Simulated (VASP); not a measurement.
# MnO (R-3m) in VASP: notebook

MnO is run at these levels: PBE+U; tasks: single point.

All numbers are computed with VASP 6.6.1; they aren't measurements. Logs are shortened: lines on timing, memory, paths and dates and some standing lists are left out, and cuts for length are marked.

**1. The cell of the first run**

Symmetry: R-3m, No. 166, trigonal system. Conventional cell: a = 3.170 Å, b = 3.170 Å, c = 7.589 Å, α = 90.00°, β = 90.00°, γ = 120.00°. Within 2.9 Å of Mn (site symmetry -3m) lie 6 O at 2.22 Å. O (site symmetry -3m) has 6 Mn at 2.22 Å within 2.9 Å.

**2. Single point, PBE+U, collinear spin, antiferromagnetic start (11.00 Å³/atom)**

INCAR reads:

```
PREC = Accurate
ENCUT = 520
EDIFF = 1E-6
ISMEAR = 0
SIGMA = 0.05
LREAL = False
LASPH = True
NELM = 150
ALGO = Normal
ISIF = 2
LWAVE = False
LCHARG = True
ISPIN = 2
MAGMOM = 4.66 -4.66 0 0
LORBIT = 11
LMAXMIX = 4
LDAU = True
LDAUTYPE = 2
LDAUL = 2 -1
LDAUU = 3.9 0
LDAUJ = 0 0
LDAUPRINT = 1
GGA = PE
LELF = True
LVHAR = True
NBANDS = 31
```

KPOINTS reads:

```
Automatic mesh
0
Gamma
  12 12 6
```

POSCAR reads:

```
MnO
1.0
    0.0000000000      2.2412703762      2.2412703762
    2.2412703762      0.0000000000      2.2412703762
    4.4150589167      4.4150589167      0.0674818357
Mn O
2 2
Direct
    0.0000000000      0.0000000000      0.0000000000
    0.0000000000      0.0000000000      0.5000000000
    0.5000000003      0.5000000003      0.2499999996
    0.4999999997      0.4999999997      0.7500000004
```

Potentials or basis: VASP PAW PBE potentials, release 64 (Mn_pv, O).

Command:

```sh
$ cat potpaw_PBE.64/Mn_pv/POTCAR potpaw_PBE.64/O/POTCAR > POTCAR
$ mpirun -np 1 vasp_std > vasp.out
```

OUTCAR:

```text
PREC = Accurate
   ENCUT = 520
   EDIFF = 1E-6
   ISMEAR = 0
   LREAL = False
   LASPH = True
   NELM = 150
   ISIF = 2
   ISPIN = 2
   LORBIT = 11
   GGA = PE

 ion  position               nearest neighbor table
   1  0.000  0.000  0.000-   3 2.22   4 2.22   3 2.22   3 2.22   4 2.22   4 2.22   2 3.12   2 3.12
                             2 3.12   2 3.12   2 3.12   2 3.12
   2  0.000  0.000  0.500-   3 2.22   3 2.22   4 2.22   4 2.22   3 2.22   4 2.22   1 3.12   1 3.12
                             1 3.12   1 3.12   1 3.12   1 3.12
   3  0.500  0.500  0.250-   1 2.22   1 2.22   1 2.22   2 2.22   2 2.22   2 2.22
   4  0.500  0.500  0.750-   1 2.22   1 2.22   1 2.22   2 2.22   2 2.22   2 2.22

  LATTYP: Found a trigonal (rhomboedric) cell.
 ALAT       =     5.3799124970
 COS(alpha) =     0.8264446212

  Lattice vectors:

 A1 = (   4.4150589167,   2.1737885405,  -2.1737885405)
 A2 = (   2.1737885405,   2.1737885405,  -4.4150589167)
 A3 = (   2.1737885405,   4.4150589167,  -2.1737885405)

Analysis of symmetry for initial positions (statically):
=====================================================================
 Subroutine PRICEL returns following result:

  LATTYP: Found a trigonal (rhomboedric) cell.
 ALAT       =     3.1221004258
 COS(alpha) =     0.4846589182
[... 12 lines left out ...]
 Subroutine GETGRP returns: Found 12 space group operations
 (whereof 12 operations were pure point group operations)
 out of a pool of 12 trial point group operations.

The static configuration has the point symmetry D_3d.

Analysis of symmetry for dynamics (positions and initial velocities):
=====================================================================
 Subroutine PRICEL returns following result:

  LATTYP: Found a trigonal (rhomboedric) cell.
 ALAT       =     3.1221004258
 COS(alpha) =     0.4846589182
[... 12 lines left out ...]
 Subroutine GETGRP returns: Found 12 space group operations
 (whereof 12 operations were pure point group operations)
 out of a pool of 12 trial point group operations.

The dynamic configuration has the point symmetry D_3d.

Analysis of structural, dynamic, and magnetic symmetry:
=====================================================================
 Subroutine PRICEL returns following result:

  LATTYP: Found a trigonal (rhomboedric) cell.
 ALAT       =     3.1221004258
 COS(alpha) =     0.4846589182
[... 12 lines left out ...]
 Subroutine GETGRP returns: Found 12 space group operations
 (whereof 12 operations were pure point group operations)
 out of a pool of 12 trial point group operations.

The overall configuration has the point symmetry D_3d.

 Subroutine INISYM returns: Found 12 space group operations
 (whereof 12 operations are pure point group operations),
 and found     2 'primitive' translations

----------------------------------------------------------------------------------------

                                     Primitive cell

  volume of cell :      22.0086

  direct lattice vectors                    reciprocal lattice vectors
     2.207529458 -0.033740918 -2.207529458     0.224805784 -0.221369747 -0.224805784
[... 144 lines left out ...]
  0.0209  0.0002  0.0019  0.0002 -0.0000
  0.0002  0.0209  0.0009 -0.0002 -0.0016
  0.0019  0.0009  0.0808  0.0009  0.0000
  0.0002 -0.0002  0.0009  0.0209  0.0016
 -0.0000 -0.0016  0.0000  0.0016  0.0808

 occupancies and eigenvectors

  o =  0.0204  v =  0.0000  0.0000  0.0000  0.0000  0.0000  0.5774 -0.5774  0.0000 -0.5774  0.0000      0.0000  0.0000  0.0000  0.0000  0.0000  0.0000  0.0000  0.0000  0.0000  0.0000
  o =  0.0210  v =  0.0000  0.0000  0.0000  0.0000  0.0000 -0.2698  0.5320  0.0126 -0.8017  0.0360      0.0000  0.0000  0.0000  0.0000  0.0000  0.0000  0.0000  0.0000  0.0000  0.0000
  o =  0.0210  v =  0.0000  0.0000  0.0000  0.0000  0.0000 -0.7700 -0.6186  0.0360 -0.1514 -0.0126      0.0000  0.0000  0.0000  0.0000  0.0000  0.0000  0.0000  0.0000  0.0000  0.0000
  o =  0.0809  v =  0.0000  0.0000  0.0000  0.0000  0.0000  0.0021  0.0280  0.0669 -0.0259 -0.9970      0.0000  0.0000  0.0000  0.0000  0.0000  0.0000  0.0000  0.0000  0.0000  0.0000
  o =  0.0809  v =  0.0000  0.0000  0.0000  0.0000  0.0000 -0.0311 -0.0138 -0.9970 -0.0174 -0.0669      0.0000  0.0000  0.0000  0.0000  0.0000  0.0000  0.0000  0.0000  0.0000  0.0000
  o =  0.9355  v =  0.5774 -0.5774 -0.0000 -0.5774  0.0000  0.0000  0.0000  0.0000  0.0000  0.0000      0.0000  0.0000  0.0000  0.0000  0.0000  0.0000  0.0000  0.0000  0.0000  0.0000
  o =  0.9360  v = -0.4116 -0.8165 -0.0023  0.4049  0.0039  0.0000  0.0000  0.0000  0.0000  0.0000      0.0000  0.0000  0.0000  0.0000  0.0000  0.0000  0.0000  0.0000  0.0000  0.0000
  o =  0.9360  v =  0.7052 -0.0039  0.0039  0.7090  0.0023  0.0000  0.0000  0.0000  0.0000  0.0000      0.0000  0.0000  0.0000  0.0000  0.0000  0.0000  0.0000  0.0000  0.0000  0.0000
  o =  0.9751  v =  0.0036  0.0018 -1.0000  0.0018  0.0000  0.0000  0.0000  0.0000  0.0000  0.0000      0.0000  0.0000  0.0000  0.0000  0.0000  0.0000  0.0000  0.0000  0.0000  0.0000
  o =  0.9751  v =  0.0000  0.0032  0.0000 -0.0032  1.0000  0.0000  0.0000  0.0000  0.0000  0.0000      0.0000  0.0000  0.0000  0.0000  0.0000  0.0000  0.0000  0.0000  0.0000  0.0000

atom =   2  type =  1  l = 2

 onsite density matrix

spin component  1

  0.0209  0.0002  0.0019  0.0002  0.0000
  0.0002  0.0209  0.0009 -0.0002 -0.0016
  0.0019  0.0009  0.0808  0.0009  0.0000
  0.0002 -0.0002  0.0009  0.0209  0.0016
  0.0000 -0.0016  0.0000  0.0016  0.0808

spin component  2

  0.9358  0.0002 -0.0001  0.0002 -0.0000
  0.0002  0.9358 -0.0001 -0.0002  0.0001
 -0.0001 -0.0001  0.9751 -0.0001 -0.0000
  0.0002 -0.0002 -0.0001  0.9358 -0.0001
 -0.0000  0.0001 -0.0000 -0.0001  0.9751

 occupancies and eigenvectors

  o =  0.0204  v = -0.5774  0.5774 -0.0000  0.5774 -0.0000  0.0000  0.0000  0.0000  0.0000  0.0000      0.0000  0.0000  0.0000  0.0000  0.0000  0.0000  0.0000  0.0000  0.0000  0.0000
  o =  0.0210  v = -0.0037 -0.7084  0.0002  0.7048 -0.0382  0.0000  0.0000  0.0000  0.0000  0.0000      0.0000  0.0000  0.0000  0.0000  0.0000  0.0000  0.0000  0.0000  0.0000  0.0000
  o =  0.0210  v = -0.8159 -0.4048  0.0382 -0.4111  0.0002  0.0000  0.0000  0.0000  0.0000  0.0000      0.0000  0.0000  0.0000  0.0000  0.0000  0.0000  0.0000  0.0000  0.0000  0.0000
  o =  0.0809  v = -0.0039 -0.0287 -0.1241  0.0249  0.9915  0.0000  0.0000  0.0000  0.0000  0.0000      0.0000  0.0000  0.0000  0.0000  0.0000  0.0000  0.0000  0.0000  0.0000  0.0000
  o =  0.0809  v =  0.0309  0.0121  0.9915  0.0188  0.1241  0.0000  0.0000  0.0000  0.0000  0.0000      0.0000  0.0000  0.0000  0.0000  0.0000  0.0000  0.0000  0.0000  0.0000  0.0000
  o =  0.9355  v =  0.0000  0.0000  0.0000  0.0000  0.0000  0.5774 -0.5774 -0.0000 -0.5774  0.0000      0.0000  0.0000  0.0000  0.0000  0.0000  0.0000  0.0000  0.0000  0.0000  0.0000
  o =  0.9360  v =  0.0000  0.0000  0.0000  0.0000  0.0000 -0.7003  0.0133 -0.0038 -0.7137 -0.0023      0.0000  0.0000  0.0000  0.0000  0.0000  0.0000  0.0000  0.0000  0.0000  0.0000
  o =  0.9360  v =  0.0000  0.0000  0.0000  0.0000  0.0000 -0.4197 -0.8164 -0.0023  0.3967  0.0038      0.0000  0.0000  0.0000  0.0000  0.0000  0.0000  0.0000  0.0000  0.0000  0.0000
  o =  0.9751  v =  0.0000  0.0000  0.0000  0.0000  0.0000  0.0000  0.0032 -0.0000 -0.0032  1.0000      0.0000  0.0000  0.0000  0.0000  0.0000  0.0000  0.0000  0.0000  0.0000  0.0000
  o =  0.9751  v =  0.0000  0.0000  0.0000  0.0000  0.0000  0.0036  0.0018 -1.0000  0.0018 -0.0000      0.0000  0.0000  0.0000  0.0000  0.0000  0.0000  0.0000  0.0000  0.0000  0.0000

 number of electron      37.9999980 magnetization      -0.0000000

 Free energy of the ion-electron system (eV)
  ---------------------------------------------------
  ext. energy  EPLUGINS =         0.00000000
  ---------------------------------------------------
  free energy    TOTEN  =       -31.08213499 eV

  energy without entropy =      -31.08213499  energy(sigma->0) =      -31.08213499

 E-fermi :   6.2057     XC(G=0): -11.7986

 val. band max:        5.9522640644   @ k =   0.0000   0.0000   0.5000
 cond. band min:       7.7238357790   @ k =   0.0000   0.0000   0.0000
 fundamental gap:      1.7715717146
 Fermi energy:         6.2057192283

 spin component 1

 k-point     1 :       0.0000    0.0000    0.0000
  band No.  band energies     occupation
      1     -42.9398      1.00000
      2     -42.8908      1.00000
      3     -42.8908      1.00000
      4     -38.0289      1.00000
      5     -37.9801      1.00000
      6     -37.9801      1.00000
[... 1625 lines left out ...]
     30      18.7443      0.00000
     31      20.8278      0.00000

 [... further k-points ...]

------------------------ aborting loop because EDIFF is reached ----------------------------------------

  FORCE on cell =-STRESS in cart. coord.  units (eV):
  Direction    XX          YY          ZZ          XY          YZ          ZX
  --------------------------------------------------------------------------------------
  -------------------------------------------------------------------------------------
  Total        1.2580085      1.2580085      1.2580085      0.0038318     -0.0038318     -0.0038318
  in kB       45.7900251     45.7900251     45.7900251      0.1394738     -0.1394738     -0.1394738
  external PRESSURE =      45.7900251 kB  Pullay stress =       0.0000000 kB

 VOLUME and BASIS-vectors are now :
 -----------------------------------------------------------------------------
  energy-cutoff  :      520.00
  volume of cell :       44.02
      direct lattice vectors                 reciprocal lattice vectors
     0.000000000  2.241270376  2.241270376    -0.224805784  0.221369747  0.224805784
     2.241270376  0.000000000  2.241270376     0.221369747 -0.224805784  0.224805784
     4.415058917  4.415058917  0.067481836     0.114120911  0.114120911 -0.114120911

 POSITION                                       TOTAL-FORCE (eV/Angst)
 -----------------------------------------------------------------------------------
      0.00000      0.00000      0.00000         0.000000      0.000000      0.000000
      2.20753      2.20753      0.03374         0.000000     -0.000000      0.000000
      2.22440      2.22440      2.25814        -0.000000      0.000000     -0.000000
      4.43193      4.43193      2.29188        -0.000000     -0.000000      0.000000
 -----------------------------------------------------------------------------------
    total drift:                                0.000000      0.000000      0.000000

  FREE ENERGIE OF THE ION-ELECTRON SYSTEM (eV)
  ---------------------------------------------------
  free  energy   TOTEN  =       -31.0821349917 eV

  energy  without entropy=      -31.0821349917  energy(sigma->0) =      -31.08213499

 total charge

# of ion       s       p       d       tot
------------------------------------------
    1        0.205   6.181   4.962  11.348
    2        0.205   6.181   4.962  11.348
    3        1.555   3.450   0.000   5.006
    4        1.555   3.450   0.000   5.006
--------------------------------------------------
tot          3.521  19.262   9.924  32.707

 magnetization (x)

# of ion       s       p       d       tot
------------------------------------------
    1        0.021   0.021   4.524   4.566
    2       -0.021  -0.021  -4.524  -4.566
    3        0.000   0.000   0.000   0.000
    4        0.000   0.000   0.000   0.000
--------------------------------------------------
tot          0.000   0.000   0.000   0.000
```

It took 97 s on 1 thread of Intel Xeon 6975P-C (Granite Rapids), shared host; peak memory 0.31 GiB.

What came out:

- Free energy: -31.0821 eV
- Pressure: 4.6 GPa
- Band gap on the k mesh: 1.77 eV
- Net moment: 0.00 μB per cell
- Site moments: Mn +4.57, -4.57; O +0.00 μB
- Valence electrons inside the program's atomic spheres: Mn 11.35; O 5.01

Levels at points of the mesh, in eV from the valence-band top:
Spin up:
```tsv
k point	band 15	band 16	band 17	band 18	band 19	band 20	band 21	band 22	band 23	band 24
(0.00, 0.00, 0.00)	-1.77	-1.77	-1.64	-0.60	-0.60	1.77	4.72	4.76	4.76	5.49
(0.50, 0.00, 0.00)	-2.69	-2.35	-1.99	-0.37	-0.27	3.84	5.52	5.63	5.67	5.99
(0.00, 0.00, 0.50)	-2.45	-2.45	-2.11	0.00	0.00	3.83	4.16	4.69	4.69	5.04
(0.50, 0.00, 0.50)	-2.87	-2.35	-1.82	-0.54	-0.25	3.60	5.34	5.65	5.74	5.93
```
Spin down:
```
           k point  band 16  band 17  band 18  band 19  band 20  band 21  band 22  band 23
(0.00, 0.00, 0.00)    -1.77    -1.64    -0.60    -0.60     1.77     4.72     4.76     4.76
(0.50, 0.00, 0.00)    -2.35    -1.99    -0.37    -0.27     3.84     5.52     5.63     5.67
(0.00, 0.00, 0.50)    -2.45    -2.11     0.00     0.00     3.83     4.16     4.69     4.69
(0.50, 0.00, 0.50)    -2.35    -1.82    -0.54    -0.25     3.60     5.34     5.65     5.74
```

Eigenvalues of the final occupation matrices:
| site | spin | trace | eigenvalues |
| --- | --- | --- | --- |
| site 1 d | 1 | 4.76 | 0.94 0.94 0.94 0.98 0.98 |
| site 1 d | 2 | 0.22 | 0.02 0.02 0.02 0.08 0.08 |
| site 2 d | 1 | 0.22 | 0.02 0.02 0.02 0.08 0.08 |
| site 2 d | 2 | 4.76 | 0.94 0.94 0.94 0.98 0.98 |

Caveat: the cell stands under pressure. The state reached can hang on the start; a lower one may exist.

**3. Single point, PBE+U, collinear spin, antiferromagnetic start (11.23 Å³/atom)**

This run uses another cell than the first one, of 11.23 Å³/atom.

INCAR reads:

```
PREC = Accurate ; ENCUT = 520
EDIFF = 1E-6 ; ISMEAR = 0
SIGMA = 0.05 ; LREAL = False
LASPH = True ; NELM = 150
ALGO = Normal ; ISIF = 2
LWAVE = False ; LCHARG = True
ISPIN = 2 ; MAGMOM = 4.68 -4.68 0 0
LORBIT = 11 ; LMAXMIX = 4
LDAU = True ; LDAUTYPE = 2
LDAUL = 2 -1 ; LDAUU = 3.9 0
LDAUJ = 0 0 ; LDAUPRINT = 1
GGA = PE ; LELF = True
LVHAR = True ; NBANDS = 31
```

KPOINTS reads:

```
regular mesh
0
Gamma
  12 12 6
```

POSCAR reads:

```
MnO
1.0
    0.0000000000      2.2554197601      2.2554197601
    2.2554197601      0.0000000000      2.2554197601
    4.4480490384      4.4480490384      0.0627904817
Mn O
2 2
Direct
    0.0000000000      0.0000000000      0.0000000000
    0.0000000000      0.0000000000      0.5000000000
    0.5000000005      0.5000000005      0.2499999993
    0.4999999995      0.4999999995      0.7500000007
```

Potentials or basis: VASP PAW PBE potentials, release 64 (Mn_pv, O).

Command:

```sh
$ cat potpaw_PBE.64/Mn_pv/POTCAR potpaw_PBE.64/O/POTCAR > POTCAR
$ mpirun -np 1 vasp_std > vasp.out
```

OUTCAR:

```text
PREC = Accurate
   ENCUT = 520
   EDIFF = 1E-6
   ISMEAR = 0
   LREAL = False
   LASPH = True
   NELM = 150
   ISIF = 2
   ISPIN = 2
   LORBIT = 11
   GGA = PE

 ion  position               nearest neighbor table
   1  0.000  0.000  0.000-   3 2.24   4 2.24   3 2.24   3 2.24   4 2.24   4 2.24   2 3.15   2 3.15
                             2 3.15   2 3.15   2 3.15   2 3.15
   2  0.000  0.000  0.500-   3 2.24   3 2.24   4 2.24   4 2.24   3 2.24   4 2.24   1 3.15   1 3.15
                             1 3.15   1 3.15   1 3.15   1 3.15
[... 1966 lines left out ...]
  volume of cell :       44.93
      direct lattice vectors                 reciprocal lattice vectors
     0.000000000  2.255419760  2.255419760    -0.223264067  0.220112380  0.223264067
     2.255419760  0.000000000  2.255419760     0.220112380 -0.223264067  0.223264067
     4.448049038  4.448049038  0.062790482     0.113207877  0.113207877 -0.113207877

 POSITION                                       TOTAL-FORCE (eV/Angst)
 -----------------------------------------------------------------------------------
      0.00000      0.00000      0.00000        -0.000000     -0.000000     -0.000000
      2.22402      2.22402      0.03140        -0.000000     -0.000000     -0.000000
      2.23972      2.23972      2.27112        -0.000000     -0.000000      0.000000
      4.46375      4.46375      2.30251         0.000000      0.000000     -0.000000
 -----------------------------------------------------------------------------------
    total drift:                                0.000000      0.000000      0.000000

  FREE ENERGIE OF THE ION-ELECTRON SYSTEM (eV)
  ---------------------------------------------------
  free  energy   TOTEN  =       -31.1002945593 eV

  energy  without entropy=      -31.1002945593  energy(sigma->0) =      -31.10029456

 total charge

# of ion       s       p       d       tot
------------------------------------------
    1        0.201   6.174   4.952  11.328
    2        0.201   6.174   4.952  11.328
    3        1.555   3.440   0.000   4.995
    4        1.555   3.440   0.000   4.995
--------------------------------------------------
tot          3.513  19.228   9.904  32.646

 magnetization (x)

# of ion       s       p       d       tot
------------------------------------------
    1        0.021   0.021   4.531   4.573
    2       -0.021  -0.021  -4.531  -4.573
    3        0.000   0.000   0.000   0.000
    4        0.000   0.000   0.000   0.000
--------------------------------------------------
tot          0.000   0.000   0.000   0.000
```

It took 1.7 min on 1 thread of Intel Xeon 6975P-C (Granite Rapids), shared host; peak memory 0.31 GiB.

Results:

```
Free energy                                           : -31.1003 eV
Pressure                                              : 1.4 GPa
Band gap on the k mesh                                : 1.70 eV
Net moment                                            : 0.00 μB per cell
Site moments                                          : Mn +4.57, -4.57; O +0.00 μB
Valence electrons inside the program's atomic spheres : Mn 11.33; O 5.00
```

Eigenvalues of the final occupation matrices:
```
    site  spin  trace               eigenvalues
site 1 d     1   4.76  0.94 0.94 0.94 0.97 0.97
site 1 d     2   0.22  0.02 0.02 0.02 0.08 0.08
site 2 d     1   0.22  0.02 0.02 0.02 0.08 0.08
site 2 d     2   4.76  0.94 0.94 0.94 0.97 0.97
```
